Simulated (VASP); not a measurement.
# Zn2O3 (Pn-3m) in VASP: a series of runs

Zn2O3 is run at these levels: PBE; tasks: single point.

Program: VASP 6.6.1. These are calculated values, not measurements. Logs are shortened: lines on timing, memory, paths and dates and some standing lists are left out, and cuts for length are marked.

### Step 1. The cell of the first run

The structure is cubic, space group Pn-3m (No. 224). Conventional cell: a = 4.806 Å, b = 4.806 Å, c = 4.806 Å, α = 90.00°, β = 90.00°, γ = 90.00°. Within 2.8 Å of Zn (site symmetry -3m) lie 6 O at 2.08 Å. O (site symmetry -42m) has 4 Zn at 2.08 Å and 4 O at 2.40 Å within 2.8 Å.

### Step 2. Single point, PBE

File INCAR:

```
PREC = Accurate
ENCUT = 520
EDIFF = 1E-6
ISMEAR = -1
SIGMA = 0.06122561905347299
LREAL = F
LASPH = T
NELM = 60
ALGO = Normal
ISIF = 2
LWAVE = F
LCHARG = F
GGA = PE
NBANDS = 53
```

File KPOINTS:

```
Automatic mesh
0
Gamma
  12 12 12
```

File POSCAR:

```
Zn2O3
1.0
    4.8058754105      0.0000000000      0.0000000000
    0.0000000000      4.8058754105      0.0000000000
    0.0000000000      0.0000000000      4.8058754105
Zn O
4 6
Direct
    0.2500000000      0.2500000000      0.2500000000
    0.7500000000      0.7500000000      0.2500000000
    0.7500000000      0.2500000000      0.7500000000
    0.2500000000      0.7500000000      0.7500000000
    0.5000000000      0.0000000000      0.0000000000
    0.0000000000      0.5000000000      0.0000000000
    0.0000000000      0.0000000000      0.5000000000
    0.5000000000      0.5000000000      0.0000000000
    0.5000000000      0.0000000000      0.5000000000
    0.0000000000      0.5000000000      0.5000000000
```

Potentials or basis: VASP PAW PBE potentials, release 64 (Zn, O).

Launch:

```
cat potpaw_PBE.64/Zn/POTCAR potpaw_PBE.64/O/POTCAR > POTCAR
mpirun -np 1 vasp_std > vasp.out
```

OUTCAR:

```text
PREC = Accurate
   ENCUT = 520
   EDIFF = 1E-6
   ISMEAR = -1
   LREAL = F
   LASPH = T
   NELM = 60
   ISIF = 2
   GGA = PE

 ion  position               nearest neighbor table
   1  0.250  0.250  0.250-   5 2.08   6 2.08   7 2.08   8 2.08   9 2.08  10 2.08
   2  0.750  0.750  0.250-   5 2.08   6 2.08   7 2.08   8 2.08   9 2.08  10 2.08
   3  0.750  0.250  0.750-   5 2.08   6 2.08   7 2.08   8 2.08   9 2.08  10 2.08
   4  0.250  0.750  0.750-   5 2.08   6 2.08   7 2.08   8 2.08   9 2.08  10 2.08
   5  0.500  0.000  0.000-   1 2.08   2 2.08   3 2.08   4 2.08
   6  0.000  0.500  0.000-   1 2.08   2 2.08   3 2.08   4 2.08
   7  0.000  0.000  0.500-   1 2.08   2 2.08   3 2.08   4 2.08
   8  0.500  0.500  0.000-   1 2.08   2 2.08   3 2.08   4 2.08
   9  0.500  0.000  0.500-   1 2.08   2 2.08   3 2.08   4 2.08
  10  0.000  0.500  0.500-   1 2.08   2 2.08   3 2.08   4 2.08

  LATTYP: Found a simple cubic cell.
 ALAT       =     4.8058754105

  Lattice vectors:

 A1 = (   4.8058754105,   0.0000000000,   0.0000000000)
 A2 = (   0.0000000000,   4.8058754105,   0.0000000000)
 A3 = (   0.0000000000,   0.0000000000,   4.8058754105)

Analysis of symmetry for initial positions (statically):
=====================================================================
 Subroutine PRICEL returns:
 Original cell was already a primitive cell.

 Routine SETGRP: Setting up the symmetry group for a
 simple cubic supercell.

 Subroutine GETGRP returns: Found 48 space group operations
 (whereof 24 operations were pure point group operations)
 out of a pool of 48 trial point group operations.

The static configuration has the point symmetry T_d .
 The point group associated with its full space group is O_h .

Analysis of symmetry for dynamics (positions and initial velocities):
=====================================================================
 Subroutine PRICEL returns:
 Original cell was already a primitive cell.

 Routine SETGRP: Setting up the symmetry group for a
 simple cubic supercell.

 Subroutine GETGRP returns: Found 48 space group operations
 (whereof 24 operations were pure point group operations)
 out of a pool of 48 trial point group operations.

The dynamic configuration has the point symmetry T_d .
 The point group associated with its full space group is O_h .

 Subroutine INISYM returns: Found 48 space group operations
 (whereof 24 operations are pure point group operations),
 and found     1 'primitive' translations

----------------------------------------------------------------------------------------

                                     Primitive cell

  volume of cell :     110.9986

  direct lattice vectors                    reciprocal lattice vectors
     4.805875410  0.000000000  0.000000000     0.208078636  0.000000000  0.000000000
     0.000000000  4.805875410  0.000000000     0.000000000  0.208078636  0.000000000
     0.000000000  0.000000000  4.805875410     0.000000000  0.000000000  0.208078636

  length of vectors
     4.805875410  4.805875410  4.805875410     0.208078636  0.208078636  0.208078636

  position of ions in fractional coordinates (direct lattice)
     0.250000000  0.250000000  0.250000000
     0.750000000  0.750000000  0.250000000
     0.750000000  0.250000000  0.750000000
     0.250000000  0.750000000  0.750000000
     0.500000000  0.000000000  0.000000000
     0.000000000  0.500000000  0.000000000
     0.000000000  0.000000000  0.500000000
     0.500000000  0.500000000  0.000000000
     0.500000000  0.000000000  0.500000000
     0.000000000  0.500000000  0.500000000

  ion indices of the primitive-cell ions
   primitive index   ion index
                 1           1
                 2           2
                 3           3
                 4           4
                 5           5
                 6           6
                 7           7
                 8           8
                 9           9
                10          10

----------------------------------------------------------------------------------------

 KPOINTS: Automatic mesh

Automatic generation of k-mesh.
 Grid dimensions read from file:
 generate k-points for:   12   12   12

 Generating k-lattice:

  Cartesian coordinates                     Fractional coordinates (reciprocal lattice)
     0.017339886  0.000000000  0.000000000     0.083333333  0.000000000  0.000000000
     0.000000000  0.017339886  0.000000000     0.000000000  0.083333333  0.000000000
     0.000000000  0.000000000  0.017339886     0.000000000  0.000000000  0.083333333

  Length of vectors
     0.017339886  0.017339886  0.017339886

  Shift w.r.t. Gamma in fractional coordinates (k-lattice)
     0.000000000  0.000000000  0.000000000

 Subroutine IBZKPT returns following result:
 ===========================================

 Found     84 irreducible k-points:

 Following reciprocal coordinates:
            Coordinates               Weight
  0.000000  0.000000  0.000000      1.000000
  0.083333  0.000000  0.000000      6.000000
  0.166667  0.000000  0.000000      6.000000
  0.250000  0.000000  0.000000      6.000000
  0.333333  0.000000  0.000000      6.000000
  0.416667  0.000000  0.000000      6.000000
[... 16 lines left out ...]
  0.333333  0.333333  0.000000     12.000000
  0.416667  0.333333  0.000000     24.000000
 [... further k-points ...]
   k-points           NKPTS =     84   k-points in BZ     NKDIM =     84   number of bands    NBANDS=     53
   number of dos      NEDOS =    301   number of ions     NIONS =     10
   total plane-waves  NPLWV =  46656
   dimension x,y,z NGX =    36 NGY =   36 NGZ =   36
   dimension x,y,z NGXF=    72 NGYF=   72 NGZF=   72
   ions per type =               4   6
   NGX,Y,Z   is equivalent  to a cutoff of  12.45, 12.45, 12.45 a.u.
   NGXF,Y,Z  is equivalent  to a cutoff of  24.91, 24.91, 24.91 a.u.
 SYSTEM =  unknown system
   PREC   = accura    normal or accurate (medium, high low for compatibility)
   ISTART =      0    job   : 0-new  1-cont  2-samecut
   ICHARG =      2    charge: 1-file 2-atom 10-const
   ISPIN  =      1    spin polarized calculation?
   LNONCOLLINEAR =      F non collinear calculations
   LSORBIT =      F    spin-orbit coupling
   LASPH  =      T    aspherical Exc in radial PAW
   ENCUT  =  520.0 eV  38.22 Ry    6.18 a.u.   8.94  8.94  8.94*2*pi/ulx,y,z
   NELM   =     60;   NELMIN=  2; NELMDL= -5     # of ELM steps
   EDIFF  = 0.1E-05   stopping-criterion for ELM
   LREAL  =      F    real-space projection
   EDIFFG = 0.1E-04   stopping-criterion for IOM
   NSW    =      0    number of steps for IOM
   IBRION =     -1    ionic relax: 0-MD 1-quasi-New 2-CG
   NFREE  =      0    steps in history (QN), initial steepest desc. (CG)
   ISIF   =      2    stress and relaxation
   ISYM   =      2    0-nonsym 1-usesym 2-fastsym
   POTIM  = 0.5000    time-step for ionic-motion
   TEBEG  =    0.0;   TEEND  =   0.0 temperature during run
   PSTRESS=    0.0 pullay stress
   NELECT =      84.0000    total number of electrons
   NUPDOWN=      -1.0000    fix difference up-down
   EMIN   =  10.00;   EMAX   =-10.00  energy-range for DOS
   EFERMI =   0.00;   METHOD = LEGACY
   ISMEAR =    -1;   SIGMA  =   0.06  broadening in eV -4-tet -1-fermi 0-gaus
   EFERMI_NEDOS =   21; number of points for ismear=-14 and -15
   IALGO  =     38    algorithm
   IMIX   =      4    mixing-type and parameters
     AMIX     =   0.40;   BMIX     =  1.00
     AMIX_MAG =   1.60;   BMIX_MAG =  1.00
  volume/ion in A,a.u.               =      11.10        74.91
  Fermi-wavevector in a.u.,A,eV,Ry     =   1.491862  2.819211 30.281851  2.225653
  Thomas-Fermi vector in A             =   2.604463
   LORBIT       =      0    0 simple, 1 ext, 2 COOP (PROOUT), +10 PAW based schemes
   GGA     = PE    functional components
   LHFCALC =     F    Hartree Fock is set to
   AEXX    =    0.0000 exact exchange contribution
   IVDW    =     0    specifies the selected vdW correction
   LEPSILON=     F    determine dielectric tensor
   LRPA    =     F    only Hartree local field effects (RPA)
 non-spin polarized calculation
  energy-cutoff  :      520.00
  volume of cell :      111.00
 maximum number of plane-waves:      3020
 NGX is ok and might be reduce to    36
   NGX = 17   NGY = 17   NGZ = 17

 number of electron      84.0000122 magnetization

 Free energy of the ion-electron system (eV)
  ---------------------------------------------------
  ext. energy  EPLUGINS =         0.00000000
  ---------------------------------------------------
  free energy    TOTEN  =       -40.34258972 eV

  energy without entropy =      -40.25779543  energy(sigma->0) =      -40.30019257

 E-fermi :   1.5014     XC(G=0): -11.0380

 val. band max:        1.4995135566   @ k =   0.3333   0.1667   0.1667
 cond. band min:       1.5021674576   @ k =   0.3333   0.3333   0.1667
 fundamental gap:      0.0026539010
 Fermi energy:         1.5014033702

 k-point     1 :       0.0000    0.0000    0.0000
  band No.  band energies     occupation
      1     -17.5044      2.00000
      2     -16.3152      2.00000
      3     -16.3152      2.00000
      4     -15.1889      2.00000
      5     -15.1889      2.00000
      6     -14.5489      2.00000
[... 45 lines left out ...]
     52      12.5123      0.00000
     53      12.7862      0.00000

 k-point     2 :       0.0833    0.0000    0.0000
  band No.  band energies     occupation
      1     -17.4852      2.00000
      2     -16.3348      2.00000
      3     -16.2989      2.00000
      4     -15.2117      2.00000
      5     -15.1825      2.00000
      6     -14.5688      2.00000
[... 45 lines left out ...]
     52      12.2978      0.00000
     53      12.5639      0.00000
[... 1174 lines left out ...]
     52      11.6536      0.00000
     53      11.8408      0.00000

 k-point    24 :       0.4167    0.3333    0.0000
  band No.  band energies     occupation
      1     -16.8312      2.00000
      2     -16.5982      2.00000
      3     -16.0298      2.00000
      4     -15.7819      2.00000
      5     -15.1966      2.00000
      6     -15.0970      2.00000
[... 45 lines left out ...]
     52      11.4144      0.00000
     53      12.0857      0.00000

 [... further k-points ...]
[... 5 lines left out ...]
  --------------------------------------------------------------------------------------
  -------------------------------------------------------------------------------------
  Total        2.5316170      2.5316170      2.5316170      0.0000000      0.0000000      0.0000000
  in kB       36.5418945     36.5418945     36.5418945      0.0000000      0.0000000      0.0000000
  external PRESSURE =      36.5418945 kB  Pullay stress =       0.0000000 kB

 VOLUME and BASIS-vectors are now :
 -----------------------------------------------------------------------------
  energy-cutoff  :      520.00
  volume of cell :      111.00
      direct lattice vectors                 reciprocal lattice vectors
     4.805875410  0.000000000  0.000000000     0.208078636  0.000000000  0.000000000
     0.000000000  4.805875410  0.000000000     0.000000000  0.208078636  0.000000000
     0.000000000  0.000000000  4.805875410     0.000000000  0.000000000  0.208078636

 POSITION                                       TOTAL-FORCE (eV/Angst)
 -----------------------------------------------------------------------------------
      1.20147      1.20147      1.20147         0.000000      0.000000      0.000000
      3.60441      3.60441      1.20147         0.000000     -0.000000     -0.000000
      3.60441      1.20147      3.60441         0.000000      0.000000     -0.000000
      1.20147      3.60441      3.60441        -0.000000     -0.000000      0.000000
      2.40294      0.00000      0.00000        -0.000000     -0.000000     -0.000000
      0.00000      2.40294      0.00000        -0.000000     -0.000000     -0.000000
      0.00000      0.00000      2.40294        -0.000000     -0.000000      0.000000
      2.40294      2.40294      0.00000        -0.000000      0.000000      0.000000
      2.40294      0.00000      2.40294        -0.000000     -0.000000      0.000000
      0.00000      2.40294      2.40294        -0.000000     -0.000000      0.000000
 -----------------------------------------------------------------------------------
    total drift:                               -0.000000      0.000000     -0.000000

  FREE ENERGIE OF THE ION-ELECTRON SYSTEM (eV)
  ---------------------------------------------------
  free  energy   TOTEN  =       -40.3425897157 eV

  energy  without entropy=      -40.2577954324  energy(sigma->0) =      -40.30019257
```

It took 5.1 min on 1 thread of Intel Xeon Platinum 8559C (Emerald Rapids), shared host; peak memory 0.44 GiB.

Results:

| Property | Result |
| --- | --- |
| Free energy | -40.3426 eV |
| Pressure | 3.7 GPa |
| Band gap on the k mesh | zero (bands 42 and 43 overlap by 1.29 eV) |

Caveat: the cell stands under pressure.

### Step 3. Single point, PBE

This run uses another cell than the first one, of 11.55 Å³/atom.

File INCAR:

```
SYSTEM = Zn2O3
PREC     = Accurate       ! precision mode
ENCUT    = 520            ! plane-wave cutoff, eV
EDIFF    = 1E-7           ! SCF threshold, eV
ISMEAR   = -1             ! smearing method
SIGMA    = 0.06122561905347299 ! smearing width, eV
LREAL    = .FALSE.        ! projectors in reciprocal space
LASPH    = .TRUE.         ! aspherical terms in the spheres
NELM     = 80             ! most SCF steps
ALGO     = Normal         ! electronic algorithm
ISIF     = 2              ! what is computed and relaxed
LWAVE    = .FALSE.        ! write WAVECAR
LCHARG   = .FALSE.        ! write CHGCAR
GGA      = PE             ! functional
NBANDS   = 53             ! bands
```

File KPOINTS:

```
regular mesh
0
G
  12 12 12
  0 0 0
```

POSCAR, as its differences from that of step 2:

```diff
@@ -2,5 +2,5 @@
 1.0
-    4.8058754105      0.0000000000      0.0000000000
-    0.0000000000      4.8058754105      0.0000000000
-    0.0000000000      0.0000000000      4.8058754105
+    4.8703915037      0.0000000000      0.0000000000
+    0.0000000000      4.8703915037      0.0000000000
+    0.0000000000      0.0000000000      4.8703915037
 Zn O
```

Potentials or basis: VASP PAW PBE potentials, release 64 (Zn, O).

Launch:

```
cat potpaw_PBE.64/Zn/POTCAR potpaw_PBE.64/O/POTCAR > POTCAR
mpirun -np 1 vasp_std > vasp.out
```

Run time: 4.2 min. Hardware: 1 thread of Intel Xeon 6975P-C (Granite Rapids), shared host; peak memory 0.45 GiB.

Results (log left out):

| Quantity | Value |
| --- | --- |
| Free energy | -40.3717 eV |
| Pressure | -1.8 GPa |
| Band gap on the k mesh | zero (bands 42 and 43 overlap by 1.25 eV) |

Levels at points of the mesh, in eV from the Fermi level:
```
           k point  band 39  band 40  band 41  band 42  band 43  band 44  band 45  band 46
(0.00, 0.00, 0.00)    -0.02    -0.02    -0.02     0.63     0.63     0.63     1.65     3.30
(0.50, 0.00, 0.00)    -1.07    -1.07     0.22     0.22     0.54     0.54     4.00     4.00
(0.50, 0.50, 0.00)    -1.70    -1.70    -0.44    -0.44     0.33     0.33     5.40     5.40
(0.50, 0.50, 0.50)    -2.35    -0.66    -0.66    -0.66    -0.62    -0.62     6.27     6.33
```

### Step 4. Single point, PBE

This run uses another cell than the first one, of 10.87 Å³/atom.

File INCAR:

```
SYSTEM = Zn2O3
PREC = Accurate ; ENCUT = 520
EDIFF = 1E-7 ; ISMEAR = -1
SIGMA = 0.06122561905347299 ; LREAL = .FALSE.
LASPH = .TRUE. ; NELM = 60
ALGO = Normal ; ISIF = 2
LWAVE = .FALSE. ; LCHARG = .FALSE.
GGA = PE ; NBANDS = 53
```

File KPOINTS:

```
Automatic mesh
0
G
  12 12 12
  0 0 0
```

POSCAR, as its differences from that of step 3:

```diff
@@ -2,5 +2,5 @@
 1.0
-    4.8703915037      0.0000000000      0.0000000000
-    0.0000000000      4.8703915037      0.0000000000
-    0.0000000000      0.0000000000      4.8703915037
+    4.7729574225      0.0000000000      0.0000000000
+    0.0000000000      4.7729574225      0.0000000000
+    0.0000000000      0.0000000000      4.7729574225
 Zn O
```

Launch:

```
cat potpaw_PBE.64/Zn/POTCAR potpaw_PBE.64/O/POTCAR > POTCAR
mpirun -np 1 vasp_std > vasp.out
```

Wall time 5.1 min (1 thread of Intel Xeon 6975P-C (Granite Rapids), shared host); peak memory 0.44 GiB.

It converged, with:

| Property | Result |
| --- | --- |
| Free energy | -40.2657 eV |
| Pressure | 6.9 GPa |
| Band gap on the k mesh | zero (bands 42 and 43 overlap by 1.31 eV) |

Levels at points of the mesh, in eV from the Fermi level:
| k point | band 40 | band 41 | band 42 | band 43 | band 44 | band 45 |
| --- | --- | --- | --- | --- | --- | --- |
| (0.00, 0.00, 0.00) | -0.05 | -0.05 | 0.69 | 0.69 | 0.69 | 1.85 |
| (0.50, 0.00, 0.00) | -1.12 | 0.22 | 0.22 | 0.59 | 0.59 | 4.16 |
| (0.50, 0.50, 0.00) | -1.72 | -0.43 | -0.43 | 0.35 | 0.35 | 5.58 |
| (0.50, 0.50, 0.50) | -0.66 | -0.66 | -0.66 | -0.61 | -0.61 | 6.45 |

Caveat: the cell stands under pressure.

### Step 5. Overview

```csv
cell,gap on the mesh (eV),pressure (GPa)
"a = 4.806 Å, 10 atoms",none,3.7
"a = 4.870 Å, 10 atoms",none,-1.8
"a = 4.773 Å, 10 atoms",none,6.9
```

Alike in all rows: task single point; level PBE; potentials or basis VASP PAW PBE potentials, release 64 (Zn, O); no spin polarisation; k mesh 12 × 12 × 12; cutoff (eV) 520; smearing fermi-dirac 0.0612256 eV.

Caveats: the cell stands under pressure (at least some runs).

Total energies depend on the potentials used, so only differences within one code and one set of settings carry meaning.
